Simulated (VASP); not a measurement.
Runs of VASP 6.6.1 on C. The structure is that of space group P4/mmm (No. 123), or close to it. The cells are those of the table. 

| task | level | potentials or basis | cell | cutoff (eV) | share of exact exchange | screening parameter | gap on the mesh (eV) | pressure (GPa) | relaxed volume (Å³/atom) |
| --- | --- | --- | --- | --- | --- | --- | --- | --- | --- |
| relaxation of cell and atoms | HSE06 | VASP PAW PBE potentials, release 64 (C) | relaxed from a = 4.255, b = 4.255, c = 1.282 Å, 1 atom | 600 | 0.25 | 0.2079 1/Å | none | 0.0 | (b) |
| relaxation of cell and atoms | PBEsol-based screened hybrid with 25 % exact exchange | VASP PAW PBE potentials, release 64 (C) | relaxed from a = 4.255, b = 4.255, c = 1.282 Å, 1 atom | 600 | 0.25 | 0.207 1/Å | none | 0.0 | (a) |
| single point | B3LYP | VASP PAW PBE potentials, release 64 (C) | a = 4.760, b = 4.760, c = 1.270 Å, 1 atom | 520 | 0.2 | - | none | -0.1 | - |
| single point | r2SCANh | VASP PAW PBE potentials, release 64 (C) | a = 4.255, b = 4.255, c = 1.282 Å, 1 atom | 520 | 0.1 | - | none | -3.3 | - |
| relaxation of cell and atoms | PBEsol-based global hybrid with 25 % exact exchange | VASP PAW PBE potentials, release 64 (C) | relaxed from a = 4.255, b = 4.255, c = 1.282 Å, 1 atom | 600 | 0.25 | - | none | -0.1 | 19.26 |
| relaxation of cell and atoms | PBE0 | VASP PAW PBE potentials, release 64 (C) | relaxed from a = 4.255, b = 4.255, c = 1.282 Å, 1 atom | 600 | 0.25 | - | none | 0.0 | 20.43 |
| relaxation of cell and atoms | B3LYP | VASP PAW PBE potentials, release 64 (C) | relaxed from a = 4.255, b = 4.255, c = 1.282 Å, 1 atom | 600 | 0.2 | - | none | 0.0 | 22.98 |
| relaxation of cell and atoms | PBE-based screened hybrid with 25 % exact exchange | VASP PAW PBE potentials, release 64 (C) | relaxed from a = 4.255, b = 4.255, c = 1.282 Å, 1 atom | 600 | 0.25 | 0.3 1/Å | none | 0.0 | 20.96 |
| relaxation of cell and atoms | HF | VASP PAW PBE potentials, release 64 (C_h) | relaxed from a = 4.255, b = 4.255, c = 1.282 Å, 1 atom | 1300 | 1 | - | none | 0.0 | 22.78 |

Alike in all rows: no spin polarisation; k mesh 3 × 3 × 10; smearing fermi-dirac 0.05 eV.

Q: Estimate the missing entries.

A: (a) 19.54; (b) 20.80.

Caveats: all runs use coarse meshes; the PAW data sets were made with another functional, which shifts forces and pressure a little; the volume moved by over 15 % at a fixed basis, so the end points are rough (at least some runs).

A gap of «none» marks levels without a gap at the run's occupations.
